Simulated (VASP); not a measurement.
# TaSb (rocksalt type) (Fm-3m) in VASP: a series of runs

The runs below take TaSb (rocksalt type) through single point, with LDA, revPBE.

Program: VASP 6.6.1. These are calculated values, not measurements. Logs are shortened: lines on timing, memory, paths and dates and some standing lists are left out, and cuts for length are marked.

### Step 1. The cell of the first run

It takes space group Fm-3m (No. 225, cubic). Conventional cell: a = 4.674 Å, b = 4.674 Å, c = 4.674 Å, α = 90.00°, β = 90.00°, γ = 90.00°. Ta (site symmetry m-3m) has 6 Sb at 2.34 Å within 3.1 Å. Within 3.1 Å of Sb (site symmetry m-3m) lie 6 Ta at 2.34 Å.

### Step 2. Single point, LDA (12.76 Å³/atom)

The input, INCAR:

```
SYSTEM = TaSb
ALGO = Normal
EDIFF = 1E-6
ENCUT = 520
ISIF = 2
ISMEAR = -1
LASPH = .TRUE.
LCHARG = .FALSE.
LREAL = .FALSE.
LWAVE = .FALSE.
NBANDS = 15
NELM = 80
PREC = Accurate
SIGMA = 0.05
```

The input, KPOINTS:

```
k-points
0
G
  13 13 13
  0 0 0
```

The input, POSCAR:

```
TaSb
1.0
    0.0000000000      2.3369443994      2.3369443994
    2.3369443994      0.0000000000      2.3369443994
    2.3369443994      2.3369443994      0.0000000000
Ta Sb
1 1
Direct
    0.0000000000      0.0000000000      0.0000000000
    0.5000000000      0.5000000000      0.5000000000
```

Potentials or basis: VASP PAW LDA potentials, release 64 (Ta_pv, Sb).

The run is started by

```bash
> cat potpaw_LDA.64/Ta_pv/POTCAR potpaw_LDA.64/Sb/POTCAR > POTCAR
> mpirun -np 1 vasp_std > vasp.out
```

OUTCAR:

```text
SYSTEM = TaSb
   EDIFF = 1E-6
   ENCUT = 520
   ISIF = 2
   ISMEAR = -1
   LASPH = .TRUE.
   LREAL = .FALSE.
   NELM = 80
   PREC = Accurate

 ion  position               nearest neighbor table
   1  0.000  0.000  0.000-   2 2.34   2 2.34   2 2.34   2 2.34   2 2.34   2 2.34
   2  0.500  0.500  0.500-   1 2.34   1 2.34   1 2.34   1 2.34   1 2.34   1 2.34

  LATTYP: Found a face centered cubic cell.
 ALAT       =     4.6738887988

  Lattice vectors:

 A1 = (   0.0000000000,   2.3369443994,   2.3369443994)
 A2 = (   2.3369443994,   0.0000000000,   2.3369443994)
 A3 = (   2.3369443994,   2.3369443994,   0.0000000000)

Analysis of symmetry for initial positions (statically):
=====================================================================
 Subroutine PRICEL returns:
 Original cell was already a primitive cell.

 Routine SETGRP: Setting up the symmetry group for a
 face centered cubic supercell.

 Subroutine GETGRP returns: Found 48 space group operations
 (whereof 48 operations were pure point group operations)
 out of a pool of 48 trial point group operations.

The static configuration has the point symmetry O_h .

Analysis of symmetry for dynamics (positions and initial velocities):
=====================================================================
 Subroutine PRICEL returns:
 Original cell was already a primitive cell.

 Routine SETGRP: Setting up the symmetry group for a
 face centered cubic supercell.

 Subroutine GETGRP returns: Found 48 space group operations
 (whereof 48 operations were pure point group operations)
 out of a pool of 48 trial point group operations.

The dynamic configuration has the point symmetry O_h .

 Subroutine INISYM returns: Found 48 space group operations
 (whereof 48 operations are pure point group operations),
 and found     1 'primitive' translations

----------------------------------------------------------------------------------------

                                     Primitive cell

  volume of cell :      25.5256

  direct lattice vectors                    reciprocal lattice vectors
     0.000000000  2.336944399  2.336944399    -0.213954598  0.213954598  0.213954598
     2.336944399  0.000000000  2.336944399     0.213954598 -0.213954598  0.213954598
     2.336944399  2.336944399  0.000000000     0.213954598  0.213954598 -0.213954598

  length of vectors
     3.304938464  3.304938464  3.304938464     0.370580235  0.370580235  0.370580235

  position of ions in fractional coordinates (direct lattice)
     0.000000000  0.000000000  0.000000000
     0.500000000  0.500000000  0.500000000

  ion indices of the primitive-cell ions
   primitive index   ion index
                 1           1
                 2           2

----------------------------------------------------------------------------------------

 KPOINTS: k-points

Automatic generation of k-mesh.
 Grid dimensions read from file:
 generate k-points for:   13   13   13

 Generating k-lattice:

  Cartesian coordinates                     Fractional coordinates (reciprocal lattice)
    -0.016458046  0.016458046  0.016458046     0.076923077  0.000000000  0.000000000
     0.016458046 -0.016458046  0.016458046     0.000000000  0.076923077  0.000000000
     0.016458046  0.016458046 -0.016458046     0.000000000  0.000000000  0.076923077

  Length of vectors
     0.028506172  0.028506172  0.028506172

  Shift w.r.t. Gamma in fractional coordinates (k-lattice)
     0.000000000  0.000000000  0.000000000

 Subroutine IBZKPT returns following result:
 ===========================================

 Found     84 irreducible k-points:

 Following reciprocal coordinates:
            Coordinates               Weight
  0.000000  0.000000  0.000000      1.000000
  0.076923  0.000000  0.000000      8.000000
  0.153846  0.000000  0.000000      8.000000
  0.230769  0.000000  0.000000      8.000000
  0.307692  0.000000  0.000000      8.000000
  0.384615  0.000000  0.000000      8.000000
[... 16 lines left out ...]
  0.384615  0.153846  0.000000     24.000000
  0.461538  0.153846  0.000000     24.000000
 [... further k-points ...]
   k-points           NKPTS =     84   k-points in BZ     NKDIM =     84   number of bands    NBANDS=     15
   number of dos      NEDOS =    301   number of ions     NIONS =      2
   total plane-waves  NPLWV =  21952
   dimension x,y,z NGX =    28 NGY =   28 NGZ =   28
   dimension x,y,z NGXF=    56 NGYF=   56 NGZF=   56
   ions per type =               1   1
   NGX,Y,Z   is equivalent  to a cutoff of  14.08, 14.08, 14.08 a.u.
   NGXF,Y,Z  is equivalent  to a cutoff of  28.17, 28.17, 28.17 a.u.
 SYSTEM =  TaSb
   PREC   = accura    normal or accurate (medium, high low for compatibility)
   ISTART =      0    job   : 0-new  1-cont  2-samecut
   ICHARG =      2    charge: 1-file 2-atom 10-const
   ISPIN  =      1    spin polarized calculation?
   LNONCOLLINEAR =      F non collinear calculations
   LSORBIT =      F    spin-orbit coupling
   LASPH  =      T    aspherical Exc in radial PAW
   ENCUT  =  520.0 eV  38.22 Ry    6.18 a.u.   6.14  6.14  6.14*2*pi/ulx,y,z
   NELM   =     80;   NELMIN=  2; NELMDL= -5     # of ELM steps
   EDIFF  = 0.1E-05   stopping-criterion for ELM
   LREAL  =      F    real-space projection
   EDIFFG = 0.1E-04   stopping-criterion for IOM
   NSW    =      0    number of steps for IOM
   IBRION =     -1    ionic relax: 0-MD 1-quasi-New 2-CG
   NFREE  =      0    steps in history (QN), initial steepest desc. (CG)
   ISIF   =      2    stress and relaxation
   ISYM   =      2    0-nonsym 1-usesym 2-fastsym
   POTIM  = 0.5000    time-step for ionic-motion
   TEBEG  =    0.0;   TEEND  =   0.0 temperature during run
   PSTRESS=    0.0 pullay stress
   NELECT =      16.0000    total number of electrons
   NUPDOWN=      -1.0000    fix difference up-down
   EMIN   =  10.00;   EMAX   =-10.00  energy-range for DOS
   EFERMI =   0.00;   METHOD = LEGACY
   ISMEAR =    -1;   SIGMA  =   0.05  broadening in eV -4-tet -1-fermi 0-gaus
   EFERMI_NEDOS =   21; number of points for ismear=-14 and -15
   IALGO  =     38    algorithm
   IMIX   =      4    mixing-type and parameters
     AMIX     =   0.40;   BMIX     =  1.00
     AMIX_MAG =   1.60;   BMIX_MAG =  1.00
  volume/ion in A,a.u.               =      12.76        86.13
  Fermi-wavevector in a.u.,A,eV,Ry     =   1.401059  2.647618 26.707781  1.962967
  Thomas-Fermi vector in A             =   2.523958
   LORBIT       =      0    0 simple, 1 ext, 2 COOP (PROOUT), +10 PAW based schemes
   GGA     = CA    functional components
   LHFCALC =     F    Hartree Fock is set to
   AEXX    =    0.0000 exact exchange contribution
   IVDW    =     0    specifies the selected vdW correction
   LEPSILON=     F    determine dielectric tensor
   LRPA    =     F    only Hartree local field effects (RPA)
 non-spin polarized calculation
  energy-cutoff  :      520.00
  volume of cell :       25.53
 maximum number of plane-waves:       701
 NGX is ok and might be reduce to    28
   NGX = 13   NGY = 13   NGZ = 13

 number of electron      16.0000001 magnetization

 Free energy of the ion-electron system (eV)
  ---------------------------------------------------
  ext. energy  EPLUGINS =         0.00000000
  ---------------------------------------------------
  free energy    TOTEN  =        -9.22256755 eV

  energy without entropy =       -9.21067016  energy(sigma->0) =       -9.21661886

 E-fermi :  15.9444     XC(G=0): -14.1619

 val. band max:       15.9390415988   @ k =  -0.2308   0.3846   0.1538
 cond. band min:      15.9444378153   @ k =   0.3846   0.0000   0.0000
 fundamental gap:      0.0053962165
 Fermi energy:        15.9444022980

 k-point     1 :       0.0000    0.0000    0.0000
  band No.  band energies     occupation
      1     -18.7176      2.00000
      2     -18.7176      2.00000
      3     -18.7176      2.00000
      4      -0.7262      2.00000
      5      13.2525      2.00000
      6      13.2525      2.00000
      7      13.2525      2.00000
      8      15.4252      1.99994
      9      15.4252      1.99994
     10      18.6926      0.00000
     11      18.6926      0.00000
     12      18.6926      0.00000
     13      20.6717      0.00000
     14      29.1277      0.00000
     15      29.4902      0.00000

 k-point     2 :       0.0769    0.0000    0.0000
  band No.  band energies     occupation
      1     -18.7591      2.00000
      2     -18.7120      2.00000
      3     -18.7120      2.00000
      4      -0.5296      2.00000
      5      12.8095      2.00000
      6      13.2261      2.00000
      7      13.2261      2.00000
      8      14.8115      2.00000
      9      14.8115      2.00000
     10      18.5607      0.00000
     11      19.6162      0.00000
     12      19.6162      0.00000
     13      21.1324      0.00000
     14      29.4269      0.00000
     15      29.5808      0.00000

 k-point     3 :       0.1538    0.0000    0.0000
  band No.  band energies     occupation
      1     -18.8716      2.00000
      2     -18.6964      2.00000
      3     -18.6964      2.00000
      4       0.0415      2.00000
      5      11.7419      2.00000
      6      12.7184      2.00000
      7      12.7184      2.00000
      8      14.3514      2.00000
      9      14.3514      2.00000
     10      18.1899      0.00000
     11      21.4148      0.00000
     12      21.4148      0.00000
     13      22.3797      0.00000
     14      28.4268      0.00000
     15      29.4637      0.00000
[... 343 lines left out ...]
 k-point    23 :       0.3846    0.1538    0.0000
  band No.  band energies     occupation
      1     -19.1939      2.00000
      2     -18.7420      2.00000
      3     -18.7094      2.00000
      4       2.8177      2.00000
      5       8.2159      2.00000
      6      10.2301      2.00000
      7      11.2808      2.00000
      8      14.5893      2.00000
      9      16.5245      0.00002
     10      18.4299      0.00000
     11      22.6425      0.00000
     12      22.6752      0.00000
     13      26.1881      0.00000
     14      27.1130      0.00000
     15      27.4418      0.00000

 k-point    24 :       0.4615    0.1538    0.0000
  band No.  band energies     occupation
      1     -19.2894      2.00000
      2     -18.7239      2.00000
      3     -18.7070      2.00000
      4       3.9529      2.00000
      5       7.1559      2.00000
      6       9.9035      2.00000
      7      10.6476      2.00000
      8      15.3636      1.99998
      9      16.7920      0.00000
     10      17.9322      0.00000
     11      21.8679      0.00000
     12      22.8802      0.00000
     13      25.0602      0.00000
     14      28.1484      0.00000
     15      29.1020      0.00000

 [... further k-points ...]

------------------------ aborting loop because EDIFF is reached ----------------------------------------

  FORCE on cell =-STRESS in cart. coord.  units (eV):
  Direction    XX          YY          ZZ          XY          YZ          ZX
  --------------------------------------------------------------------------------------
  -------------------------------------------------------------------------------------
  Total       33.9350757     33.9350757     33.9350757      0.0000000      0.0000000     -0.0000000
  in kB     2130.0228886   2130.0228886   2130.0228886      0.0000000      0.0000000     -0.0000000
  external PRESSURE =    2130.0228886 kB  Pullay stress =       0.0000000 kB

 VOLUME and BASIS-vectors are now :
 -----------------------------------------------------------------------------
  energy-cutoff  :      520.00
  volume of cell :       25.53
      direct lattice vectors                 reciprocal lattice vectors
     0.000000000  2.336944399  2.336944399    -0.213954598  0.213954598  0.213954598
     2.336944399  0.000000000  2.336944399     0.213954598 -0.213954598  0.213954598
     2.336944399  2.336944399  0.000000000     0.213954598  0.213954598 -0.213954598

 POSITION                                       TOTAL-FORCE (eV/Angst)
 -----------------------------------------------------------------------------------
      0.00000      0.00000      0.00000         0.000000      0.000000      0.000000
      2.33694      2.33694      2.33694         0.000000      0.000000      0.000000
 -----------------------------------------------------------------------------------
    total drift:                               -0.000000      0.000000      0.000000

  FREE ENERGIE OF THE ION-ELECTRON SYSTEM (eV)
  ---------------------------------------------------
  free  energy   TOTEN  =        -9.2225675530 eV

  energy  without entropy=       -9.2106701607  energy(sigma->0) =       -9.21661886
```

Run time: 55 s. Hardware: 1 thread of Intel Xeon 8259CL, shared host; peak memory 0.17 GiB.

What came out:

* Free energy: -9.2226 eV
* Pressure: 213.0 GPa
* Band gap on the k mesh: zero (bands 8 and 9 overlap by 2.40 eV)

Caveat: the cell stands under pressure; spin-orbit coupling is left out, which moves the levels of the heavy elements.

### Step 3. Single point, LDA (12.76 Å³/atom)

The input, INCAR:

```
SYSTEM = TaSb
PREC = Accurate
ENCUT = 520
EDIFF = 1E-7
ISMEAR = -1
SIGMA = 0.05
LREAL = .FALSE.
LASPH = .TRUE.
NELM = 60
ALGO = Normal
ISIF = 2
LWAVE = .FALSE.
LCHARG = .FALSE.
GGA = CA
NBANDS = 15
```

The input, KPOINTS:

```
regular mesh
0
G
  13 13 13
  0 0 0
```

POSCAR is that of step 2.

Potentials or basis: VASP PAW LDA potentials, release 64 (Ta_pv, Sb).

The run is started by

```bash
> cat potpaw_LDA.64/Ta_pv/POTCAR potpaw_LDA.64/Sb/POTCAR > POTCAR
> mpirun -np 1 vasp_std > vasp.out
```

It took 57 s on 1 thread of Intel Xeon 8259CL, shared host; peak memory 0.17 GiB.

The run converged. Its results:

| Property | Result |
| --- | --- |
| Free energy | -9.2226 eV |
| Pressure | 213.0 GPa |
| Band gap on the k mesh | zero (bands 8 and 9 overlap by 2.40 eV) |

Levels at points of the mesh, in eV from the Fermi level:
| k point | band 4 | band 5 | band 6 | band 7 | band 8 | band 9 | band 10 | band 11 | band 12 | band 13 |
| --- | --- | --- | --- | --- | --- | --- | --- | --- | --- | --- |
| (0.00, 0.00, 0.00) | -16.67 | -2.69 | -2.69 | -2.69 | -0.52 | -0.52 | 2.75 | 2.75 | 2.75 | 4.73 |

Caveat: the cell stands under pressure; spin-orbit coupling is left out, which moves the levels of the heavy elements.

### Step 4. Single point, LDA (12.76 Å³/atom)

The input, INCAR:

```
ALGO = Normal ; EDIFF = 1E-6
ENCUT = 520 ; ISIF = 2
ISMEAR = -1 ; LASPH = True
LCHARG = True ; LELF = True
LREAL = False ; LVHAR = True
LWAVE = False ; NBANDS = 15
NELM = 100 ; PREC = Accurate
SIGMA = 0.05
```

The input, KPOINTS:

```
k-points
0
Gamma
  13 13 13
```

POSCAR is that of step 3.

The run is started by

```bash
> cat potpaw_LDA.64/Ta_pv/POTCAR potpaw_LDA.64/Sb/POTCAR > POTCAR
> mpirun -np 1 vasp_std > vasp.out
```

It took 50 s on 1 thread of Intel Xeon 8259CL, shared host; peak memory 0.17 GiB.

Results (log left out):

* Free energy: -9.2226 eV
* Pressure: 213.0 GPa
* Band gap on the k mesh: zero (bands 8 and 9 overlap by 2.40 eV)

Levels at points of the mesh, in eV from the Fermi level:
| k point | band 5 | band 6 | band 7 | band 8 | band 9 | band 10 | band 11 | band 12 |
| --- | --- | --- | --- | --- | --- | --- | --- | --- |
| (0.00, 0.00, 0.00) | -2.69 | -2.69 | -2.69 | -0.52 | -0.52 | 2.75 | 2.75 | 2.75 |

Caveat: the cell stands under pressure; spin-orbit coupling is left out, which moves the levels of the heavy elements.

### Step 5. Single point, revPBE

The input, INCAR:

```
SYSTEM = TaSb
ALGO     = Normal         ! electronic algorithm
EDIFF    = 1E-6           ! SCF threshold, eV
ENCUT    = 520            ! plane-wave cutoff, eV
GGA      = RE             ! functional
ISIF     = 2              ! what is computed and relaxed
ISMEAR   = -1             ! smearing method
LASPH    = .TRUE.         ! aspherical terms in the spheres
LCHARG   = .FALSE.        ! write CHGCAR
LREAL    = .FALSE.        ! projectors in reciprocal space
LWAVE    = .FALSE.        ! write WAVECAR
NBANDS   = 15             ! bands
NELM     = 100            ! most SCF steps
PREC     = Accurate       ! precision mode
SIGMA    = 0.05           ! smearing width, eV
```

The input, KPOINTS:

```
k-points
0
G
  13 13 13
  0 0 0
```

POSCAR is that of step 4.

Potentials or basis: VASP PAW PBE potentials, release 64 (Ta_pv, Sb).

The run is started by

```bash
> cat potpaw_PBE.64/Ta_pv/POTCAR potpaw_PBE.64/Sb/POTCAR > POTCAR
> mpirun -np 1 vasp_std > vasp.out
```

It took 48 s on 1 thread of Intel Xeon 8259CL, shared host; peak memory 0.18 GiB.

The run converged. Its results:

```yaml
Free_energy: -5.1126 eV
Pressure: 234.0 GPa
Band_gap_on_the_k_mesh: zero (bands 8 and 9 overlap by 2.40 eV)
```

Levels at points of the mesh, in eV from the Fermi level:
```
           k point  band 4  band 5  band 6  band 7  band 8  band 9  band 10  band 11  band 12  band 13
(0.00, 0.00, 0.00)  -16.70   -2.74   -2.74   -2.74   -0.56   -0.56     2.81     2.81     2.81     4.60
```

Caveat: the cell stands under pressure; the PAW data sets were made with another functional, which shifts forces and pressure a little; spin-orbit coupling is left out, which moves the levels of the heavy elements.
